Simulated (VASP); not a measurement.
Write the native input for VASP 6.6.1 that does the following.

```yaml
Task: single point
Functional: PBE
Dispersion: D3(BJ)
Potentials_or_basis: VASP PAW PBE potentials, release 64 (Sn_d, Se)
Cutoff: 500 eV
k_mesh: 10 × 10 × 10
Occupations: gaussian, width 0.05 eV
Spin: no spin polarisation
Dipole_correction: no
Further_INCAR_settings: ALGO = Normal; EDIFF = 1e-06; NBANDS = 17
```

The structure of SnSe lies in POSCAR:

```
SnSe
1.0
    0.0000000000      3.2508000000      3.0100000000
    3.2508000000      0.0000000000      3.0100000000
    3.2508000000      3.2508000000      0.0000000000
Sn Se
1 1
Direct
    0.0000000000      0.0000000000      0.0000000000
    0.5000000000      0.5000000000      0.5000000000
```

This cell differs from its parent crystal: strain +0.080 along x and y, +0.000 along z.

The input as run:

INCAR

```
PREC = Accurate ; ENCUT = 500
EDIFF = 1E-6 ; ISMEAR = 0
SIGMA = 0.05 ; LREAL = F
LASPH = T ; NELM = 120
ALGO = Normal ; ISIF = 2
LWAVE = F ; LCHARG = F
GGA = PE ; IVDW = 12
NBANDS = 17 ; GGA_COMPAT = F
```

KPOINTS

```
regular mesh
0
Gamma
  10 10 10
```

Potentials or basis: VASP PAW PBE potentials, release 64 (Sn_d, Se).

Command:

```sh
$ cat potpaw_PBE.64/Sn_d/POTCAR potpaw_PBE.64/Se/POTCAR > POTCAR
$ mpirun -np 1 vasp_std > vasp.out
```

It gave:

```
Pressure                   : -5.3 GPa
Band gap on the k mesh     : 0.12 eV, direct
Dispersion energy per atom : -0.332 eV
```

Caveat: the cell differs from its parent crystal (strain +0.080 along x and y, +0.000 along z); spin-orbit coupling is left out, which moves the levels of the heavy elements.

It took 52 s on 1 thread of AMD EPYC 9R45 96-Core Processor (Zen 5), with other jobs on the host, peak memory 0.23 GiB.
